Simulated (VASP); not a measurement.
The system is As.

```
As
1.0
     1.86817    1.07859    3.49048
    -1.86817    1.07859    3.49048
     0.00000   -2.15718    3.49048
As
2
Cartesian
  0.0000 0.0000 2.3665
  0.0000 0.0000 8.1049
```

This cell differs from its parent crystal: volume scaled by 0.98.

Base run:

```yaml
Program: VASP 6.6.1
Functional: PBEsol
Potentials_or_basis: VASP PAW PBE potentials, release 64 (As)
Cutoff: 520 eV
k_mesh: 9 × 9 × 9
Occupations: fermi-dirac, width 0.05 eV
Spin: no spin polarisation
```

Its results: band gap on the k mesh zero (band 5 reaches 5.57 eV, above the bottom of band 6 at 5.47 eV); pressure 2.4 GPa; largest force 0.587 eV/Å.

**Question.** The run is repeated on the same cell with these changes: functional from PBEsol to PBE. What comes out?

**Answer.** Band gap on the k mesh zero (band 5 reaches 5.74 eV, above the bottom of band 6 at 5.63 eV); pressure 5.8 GPa; largest force 0.637 eV/Å.

PBE binds less tightly than PBEsol, so the same cell stands under more pressure.

Caveats: the PAW data sets were made with another functional, which shifts forces and pressure a little (some runs).
